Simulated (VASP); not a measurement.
A run of VASP 6.6.1 is set up as follows.

INCAR

```
PREC = Accurate
ENCUT = 600
EDIFF = 1E-6
ISMEAR = 0
SIGMA = 0.1
LREAL = F
LASPH = T
NELM = 200
ALGO = Normal
ISIF = 2
LWAVE = F
LCHARG = F
ISPIN = 2
MAGMOM = 1
LORBIT = 11
GGA = PE
NBANDS = 12
GGA_COMPAT = F
```

KPOINTS

```
regular mesh
0
Gamma
  10 10 10
```

Contents of POSCAR:

```
C
1.0
    1.8019917600      0.0000000000      0.0000000000
    0.0000000000      1.8019917600      0.0000000000
    0.0000000000      0.0000000000      1.8497099500
C
1
Direct
    0.5000000000      0.5000000000      0.0000000000
```

Potentials or basis: VASP PAW PBE potentials, release 64 (C).

Command:

```console
$ cat potpaw_PBE.64/C/POTCAR > POTCAR
$ mpirun -np 1 vasp_std > vasp.out
```

Task: Predict the band gap on the k mesh.

Result: Zero (filled and empty bands overlap).

Task: Predict the pressure.

Result: -18.3 GPa.

Task: Estimate the net moment.

Result: 0.00 μB per cell.

Stress tensor (GPa, compression positive):
```
-22.94   0.00   0.00
  0.00 -22.94   0.00
  0.00   0.00  -8.93
```

Caveat: the cell stands under tension.
